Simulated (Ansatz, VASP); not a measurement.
**Two plane-wave programs on Sn**

```
Sn
1.0
    -1.85986    1.91265    2.01512
     1.85986   -1.91265    2.01512
     1.85986    1.91265   -2.01512
Sn
1
Cartesian
  0.0000 0.0000 0.0000
```

Alike in both runs: task single point; functional LDA; k mesh 22 × 22 × 22; occupations gaussian, width 0.15 eV; no spin polarisation.

```csv
,VASP,Ansatz
version,VASP 6.6.1,Ansatz 0.2.0
potentials or method,"VASP PAW LDA potentials, release 64 (Sn_d), cutoff 520 eV","scalar-relativistic, plane waves, PAW"
valence electrons in the cell,14,14
```

|  | VASP | Ansatz | Ansatz less VASP |
| --- | --- | --- | --- |
| gap on the k mesh at the Fermi level (eV) | none | none | - |
| pressure (GPa) | -5.2 | -5.2 | -0.03 |
| traceless stress, the component that is largest in VASP (GPa) | -0.56 | -0.56 | -0.001 |

LDA's correlation is that of Perdew and Zunger in VASP and of Perdew and Wang (1992) in Ansatz. A gap of «none» marks a metal or a gap that the smearing closes.
